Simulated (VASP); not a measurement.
# KCl in VASP: single point with LDA

Aim: the single point of KCl with LDA.

All numbers are computed with VASP 6.6.1; they aren't measurements. Logs are shortened: lines on timing, memory, paths and dates and some standing lists are left out, and cuts for length are marked.

## Step 1: The cell of the first run

The cell holds a slab with vacuum, 8 atoms: a = 4.463 Å, b = 4.463 Å, c = 26.468 Å, α = 90.00°, β = 90.00°, γ = 90.00°.

## Step 2: Single point, LDA

INCAR

```
ALGO     = Normal         # electronic algorithm
DIPOL    = 0.5 0.5 0.496
EDIFF    = 1E-7           # SCF threshold, eV
ENCUT    = 520            # plane-wave cutoff, eV
IDIPOL   = 3            
ISIF     = 2              # what is computed and relaxed
ISMEAR   = 0              # smearing method
LASPH    = T              # aspherical terms in the spheres
LCHARG   = F              # write CHGCAR
LDIPOL   = T            
LREAL    = F              # projectors in reciprocal space
LWAVE    = F              # write WAVECAR
NBANDS   = 42             # bands
NELM     = 100            # most SCF steps
PREC     = Accurate       # precision mode
SIGMA    = 0.05           # smearing width, eV
```

KPOINTS

```
k-points
0
Gamma
  6 6 1
```

POSCAR

```
KCl
1.0
    4.4633994200      0.0000000000      0.0000000000
    0.0000000000      4.4633994200      0.0000000000
    0.0000000000      0.0000000000     26.4682999366
K Cl
4 4
Direct
    0.5000000000      0.5000000000      0.3211388726
    0.0000000000      0.0000000000      0.4403796242
    0.5000000000      0.5000000000      0.5542840133
    0.0000000000      0.0000000000      0.6667411407
    0.0000000000      0.0000000000      0.3211388726
    0.5000000000      0.5000000000      0.4403796242
    0.0000000000      0.0000000000      0.5540151053
    0.5000000000      0.5000000000      0.6679504309
```

Potentials or basis: VASP PAW LDA potentials, release 64 (K_sv, Cl).

Command:

```bash
$ cat potpaw_LDA.64/K_sv/POTCAR potpaw_LDA.64/Cl/POTCAR > POTCAR
$ mpirun -np 1 vasp_std > vasp.out
```

OUTCAR:

```text
EDIFF = 1E-7
   ENCUT = 520
   ISIF = 2
   ISMEAR = 0
   LASPH = T
   LREAL = F
   NELM = 100
   PREC = Accurate

 ion  position               nearest neighbor table
   1  0.500  0.500  0.321-   6 3.16   5 3.16   5 3.16   5 3.16   5 3.16
   2  0.000  0.000  0.440-   7 3.01   5 3.16   6 3.16   6 3.16   6 3.16   6 3.16
   3  0.500  0.500  0.554-   8 3.01   6 3.01   7 3.16   7 3.16   7 3.16   7 3.16
   4  0.000  0.000  0.667-   7 2.98   8 3.16   8 3.16   8 3.16   8 3.16
   5  0.000  0.000  0.321-   2 3.16   1 3.16   1 3.16   1 3.16   1 3.16
   6  0.500  0.500  0.440-   3 3.01   1 3.16   2 3.16   2 3.16   2 3.16   2 3.16
   7  0.000  0.000  0.554-   4 2.98   2 3.01   3 3.16   3 3.16   3 3.16   3 3.16
   8  0.500  0.500  0.668-   3 3.01   4 3.16   4 3.16   4 3.16   4 3.16

  LATTYP: Found a simple tetragonal cell.
 ALAT       =     4.4633994200
 C/A-ratio  =     5.9300764834

  Lattice vectors:

 A1 = (   4.4633994200,   0.0000000000,   0.0000000000)
 A2 = (   0.0000000000,   4.4633994200,   0.0000000000)
 A3 = (   0.0000000000,   0.0000000000,  26.4682999366)

Analysis of symmetry for initial positions (statically):
=====================================================================
 Subroutine PRICEL returns:
 Original cell was already a primitive cell.

 Routine SETGRP: Setting up the symmetry group for a
 simple tetragonal supercell.

 Subroutine GETGRP returns: Found  8 space group operations
 (whereof  8 operations were pure point group operations)
 out of a pool of 16 trial point group operations.

The static configuration has the point symmetry C_4v.

Analysis of symmetry for dynamics (positions and initial velocities):
=====================================================================
 Subroutine PRICEL returns:
 Original cell was already a primitive cell.

 Routine SETGRP: Setting up the symmetry group for a
 simple tetragonal supercell.

 Subroutine GETGRP returns: Found  8 space group operations
 (whereof  8 operations were pure point group operations)
 out of a pool of 16 trial point group operations.

The dynamic configuration has the point symmetry C_4v.

 Subroutine INISYM returns: Found  8 space group operations
 (whereof  8 operations are pure point group operations),
 and found     1 'primitive' translations

----------------------------------------------------------------------------------------

                                     Primitive cell

  volume of cell :     527.2997

  direct lattice vectors                    reciprocal lattice vectors
     4.463399420  0.000000000  0.000000000     0.224044480  0.000000000  0.000000000
     0.000000000  4.463399420  0.000000000     0.000000000  0.224044480  0.000000000
     0.000000000  0.000000000 26.468299937     0.000000000  0.000000000  0.037781044

  length of vectors
     4.463399420  4.463399420 26.468299937     0.224044480  0.224044480  0.037781044

  position of ions in fractional coordinates (direct lattice)
     0.500000000  0.500000000  0.321138873
     0.000000000  0.000000000  0.440379624
     0.500000000  0.500000000  0.554284013
     0.000000000  0.000000000  0.666741141
     0.000000000  0.000000000  0.321138873
     0.500000000  0.500000000  0.440379624
     0.000000000  0.000000000  0.554015105
     0.500000000  0.500000000  0.667950431

  ion indices of the primitive-cell ions
   primitive index   ion index
                 1           1
                 2           2
                 3           3
                 4           4
                 5           5
                 6           6
                 7           7
                 8           8

----------------------------------------------------------------------------------------

 KPOINTS: k-points

Automatic generation of k-mesh.
 Grid dimensions read from file:
 generate k-points for:    6    6    1

 Generating k-lattice:

  Cartesian coordinates                     Fractional coordinates (reciprocal lattice)
     0.037340747  0.000000000  0.000000000     0.166666667  0.000000000  0.000000000
     0.000000000  0.037340747  0.000000000     0.000000000  0.166666667  0.000000000
     0.000000000  0.000000000  0.037781044     0.000000000  0.000000000  1.000000000

  Length of vectors
     0.037340747  0.037340747  0.037781044

  Shift w.r.t. Gamma in fractional coordinates (k-lattice)
     0.000000000  0.000000000  0.000000000

 Subroutine IBZKPT returns following result:
 ===========================================

 Found     10 irreducible k-points:

 Following reciprocal coordinates:
            Coordinates               Weight
  0.000000  0.000000  0.000000      1.000000
  0.166667  0.000000  0.000000      4.000000
  0.333333  0.000000  0.000000      4.000000
  0.500000  0.000000  0.000000      2.000000
  0.166667  0.166667  0.000000      4.000000
  0.333333  0.166667  0.000000      8.000000
  0.500000  0.166667  0.000000      4.000000
  0.333333  0.333333  0.000000      4.000000
  0.500000  0.333333  0.000000      4.000000
  0.500000  0.500000  0.000000      1.000000
   k-points           NKPTS =     10   k-points in BZ     NKDIM =     10   number of bands    NBANDS=     42
   number of dos      NEDOS =    301   number of ions     NIONS =      8
   total plane-waves  NPLWV = 259200
   dimension x,y,z NGX =    36 NGY =   36 NGZ =  200
   dimension x,y,z NGXF=    72 NGYF=   72 NGZF=  400
   ions per type =               4   4
   NGX,Y,Z   is equivalent  to a cutoff of  13.41, 13.41, 12.56 a.u.
   NGXF,Y,Z  is equivalent  to a cutoff of  26.82, 26.82, 25.12 a.u.
 SYSTEM =  unknown system
   PREC   = accura    normal or accurate (medium, high low for compatibility)
   ISTART =      0    job   : 0-new  1-cont  2-samecut
   ICHARG =      2    charge: 1-file 2-atom 10-const
   ISPIN  =      1    spin polarized calculation?
   LNONCOLLINEAR =      F non collinear calculations
   LSORBIT =      F    spin-orbit coupling
   LASPH  =      T    aspherical Exc in radial PAW
   ENCUT  =  520.0 eV  38.22 Ry    6.18 a.u.   8.30  8.30 49.21*2*pi/ulx,y,z
   NELM   =    100;   NELMIN=  2; NELMDL= -5     # of ELM steps
   EDIFF  = 0.1E-06   stopping-criterion for ELM
   LREAL  =      F    real-space projection
   EDIFFG = 0.1E-05   stopping-criterion for IOM
   NSW    =      0    number of steps for IOM
   IBRION =     -1    ionic relax: 0-MD 1-quasi-New 2-CG
   NFREE  =      0    steps in history (QN), initial steepest desc. (CG)
   ISIF   =      2    stress and relaxation
   ISYM   =      2    0-nonsym 1-usesym 2-fastsym
   POTIM  = 0.5000    time-step for ionic-motion
   TEBEG  =    0.0;   TEEND  =   0.0 temperature during run
   PSTRESS=    0.0 pullay stress
   NELECT =      64.0000    total number of electrons
   NUPDOWN=      -1.0000    fix difference up-down
   EMIN   =  10.00;   EMAX   =-10.00  energy-range for DOS
   EFERMI =   0.00;   METHOD = LEGACY
   ISMEAR =     0;   SIGMA  =   0.05  broadening in eV -4-tet -1-fermi 0-gaus
   EFERMI_NEDOS =   21; number of points for ismear=-14 and -15
   IALGO  =     38    algorithm
   IMIX   =      4    mixing-type and parameters
     AMIX     =   0.40;   BMIX     =  1.00
     AMIX_MAG =   1.60;   BMIX_MAG =  1.00
  volume/ion in A,a.u.               =      65.91       444.80
  Fermi-wavevector in a.u.,A,eV,Ry     =   0.810555  1.531726  8.939012  0.656999
  Thomas-Fermi vector in A             =   1.919752
   LORBIT       =      0    0 simple, 1 ext, 2 COOP (PROOUT), +10 PAW based schemes
   GGA     = CA    functional components
   LHFCALC =     F    Hartree Fock is set to
   AEXX    =    0.0000 exact exchange contribution
   IVDW    =     0    specifies the selected vdW correction
   LEPSILON=     F    determine dielectric tensor
   LRPA    =     F    only Hartree local field effects (RPA)
 non-spin polarized calculation
 Gauss-broadening in eV      SIGMA  =   0.05
  energy-cutoff  :      520.00
  volume of cell :      527.30
 maximum number of plane-waves:     14247
 NGX is ok and might be reduce to    36
   NGX = 17   NGY = 17   NGZ = 99

 number of electron      63.9999987 magnetization

 dipolmoment           0.000000      0.000000      0.011786 electrons x Angstroem

 Free energy of the ion-electron system (eV)
  ---------------------------------------------------
  ext. energy  EPLUGINS =         0.00000000
  ---------------------------------------------------
  free energy    TOTEN  =       -29.01230176 eV

  energy without entropy =      -29.01230176  energy(sigma->0) =      -29.01230176

 E-fermi :  -4.1088     XC(G=0):  -4.1233

 val. band max:       -4.3318167564   @ k =   0.0000   0.0000   0.0000
 cond. band min:       0.4661073451   @ k =   0.0000   0.0000   0.0000
 fundamental gap:      4.7979241015
 Fermi energy:        -4.1087611790

 k-point     1 :       0.0000    0.0000    0.0000
  band No.  band energies     occupation
      1     -31.5196      2.00000
      2     -31.4147      2.00000
      3     -31.1253      2.00000
      4     -31.0777      2.00000
      5     -16.5298      2.00000
      6     -16.4354      2.00000
[... 34 lines left out ...]
     41       3.0507      0.00000
     42       3.1167      0.00000

 k-point     2 :       0.1667    0.0000    0.0000
  band No.  band energies     occupation
      1     -31.5187      2.00000
      2     -31.4137      2.00000
      3     -31.1242      2.00000
      4     -31.0769      2.00000
      5     -16.5602      2.00000
      6     -16.4716      2.00000
[... 34 lines left out ...]
     41       3.3244      0.00000
     42       3.3669      0.00000

 k-point     3 :       0.3333    0.0000    0.0000
  band No.  band energies     occupation
      1     -31.5168      2.00000
      2     -31.4118      2.00000
      3     -31.1219      2.00000
      4     -31.0752      2.00000
      5     -16.6178      2.00000
      6     -16.5395      2.00000
[... 34 lines left out ...]
     41       3.6855      0.00000
     42       3.7575      0.00000

 k-point     4 :       0.5000    0.0000    0.0000
  band No.  band energies     occupation
      1     -31.5159      2.00000
      2     -31.4108      2.00000
      3     -31.1208      2.00000
      4     -31.0743      2.00000
      5     -16.6452      2.00000
      6     -16.5716      2.00000
[... 34 lines left out ...]
     41       3.8131      0.00000
     42       3.8235      0.00000

 k-point     5 :       0.1667    0.1667    0.0000
  band No.  band energies     occupation
      1     -31.5178      2.00000
      2     -31.4128      2.00000
      3     -31.1231      2.00000
      4     -31.0760      2.00000
      5     -16.5713      2.00000
      6     -16.4857      2.00000
[... 34 lines left out ...]
     41       3.5186      0.00000
     42       3.5458      0.00000

 k-point     6 :       0.3333    0.1667    0.0000
  band No.  band energies     occupation
      1     -31.5160      2.00000
      2     -31.4109      2.00000
      3     -31.1210      2.00000
      4     -31.0743      2.00000
      5     -16.5940      2.00000
      6     -16.5146      2.00000
[... 34 lines left out ...]
     41       3.4569      0.00000
     42       3.7479      0.00000

 k-point     7 :       0.5000    0.1667    0.0000
  band No.  band energies     occupation
      1     -31.5151      2.00000
      2     -31.4100      2.00000
      3     -31.1200      2.00000
      4     -31.0735      2.00000
      5     -16.6055      2.00000
      6     -16.5293      2.00000
[... 34 lines left out ...]
     41       3.6295      0.00000
     42       3.6961      0.00000

 k-point     8 :       0.3333    0.3333    0.0000
  band No.  band energies     occupation
      1     -31.5143      2.00000
      2     -31.4092      2.00000
      3     -31.1192      2.00000
      4     -31.0726      2.00000
      5     -16.5444      2.00000
      6     -16.4629      2.00000
[... 34 lines left out ...]
     41       3.9352      0.00000
     42       4.3370      0.00000

 k-point     9 :       0.5000    0.3333    0.0000
  band No.  band energies     occupation
      1     -31.5134      2.00000
      2     -31.4084      2.00000
      3     -31.1183      2.00000
      4     -31.0717      2.00000
      5     -16.5186      2.00000
      6     -16.4361      2.00000
[... 34 lines left out ...]
     41       3.7475      0.00000
     42       3.8110      0.00000

 k-point    10 :       0.5000    0.5000    0.0000
  band No.  band energies     occupation
      1     -31.5126      2.00000
      2     -31.4075      2.00000
      3     -31.1174      2.00000
      4     -31.0709      2.00000
      5     -16.4706      2.00000
      6     -16.3838      2.00000
[... 34 lines left out ...]
     41       4.1724      0.00000
     42       4.2000      0.00000

------------------------ aborting loop because EDIFF is reached ----------------------------------------

 vacuum level on the upper side and lower side of the slab       (xc-potential included)        -0.002        -0.107

  FORCE on cell =-STRESS in cart. coord.  units (eV):
  Direction    XX          YY          ZZ          XY          YZ          ZX
  --------------------------------------------------------------------------------------
  -------------------------------------------------------------------------------------
  Total       -3.7177905     -3.7177905     -0.8600744      0.0000000      0.0000000     -0.0000000
  in kB      -11.2963448    -11.2963448     -2.6132987      0.0000000      0.0000000     -0.0000000
  external PRESSURE =      -8.4019961 kB  Pullay stress =       0.0000000 kB

 VOLUME and BASIS-vectors are now :
 -----------------------------------------------------------------------------
  energy-cutoff  :      520.00
  volume of cell :      527.30
      direct lattice vectors                 reciprocal lattice vectors
     4.463399420  0.000000000  0.000000000     0.224044480  0.000000000  0.000000000
     0.000000000  4.463399420  0.000000000     0.000000000  0.224044480  0.000000000
     0.000000000  0.000000000 26.468299937     0.000000000  0.000000000  0.037781044

 POSITION                                       TOTAL-FORCE (eV/Angst)
 -----------------------------------------------------------------------------------
      2.23170      2.23170      8.50000        -0.000000      0.000000      0.183078
      0.00000      0.00000     11.65610        -0.000000     -0.000000     -0.148140
      2.23170      2.23170     14.67096        -0.000000      0.000000      0.001943
      0.00000      0.00000     17.64750         0.000000     -0.000000      0.009732
      0.00000      0.00000      8.50000        -0.000000     -0.000000      0.093291
      2.23170      2.23170     11.65610        -0.000000      0.000000     -0.145925
      0.00000      0.00000     14.66384        -0.000000     -0.000000      0.005217
      2.23170      2.23170     17.67951        -0.000000     -0.000000      0.000804
 -----------------------------------------------------------------------------------
    total drift:                                0.000000      0.000000      0.000728

  FREE ENERGIE OF THE ION-ELECTRON SYSTEM (eV)
  ---------------------------------------------------
  free  energy   TOTEN  =       -29.0123017590 eV

  energy  without entropy=      -29.0123017590  energy(sigma->0) =      -29.01230176

 vacuum level on the upper side and lower side of the slab         2.116         2.009
```

Run time: 7 min. Hardware: 1 thread of Intel Xeon Platinum 8259CL at 2.50GHz (Skylake/Cascade Lake), shared host; peak memory 0.49 GiB.

Results:

- Free energy: -29.0123 eV
- Largest force: 0.183 eV/Å
- Band gap on the k mesh: 4.80 eV

Forces on the atoms (eV/Å):
```
K    0.000  0.000  0.183
K    0.000  0.000 -0.148
K    0.000  0.000  0.002
K    0.000  0.000  0.010
Cl   0.000  0.000  0.093
Cl   0.000  0.000 -0.146
Cl   0.000  0.000  0.005
Cl   0.000  0.000  0.001
```
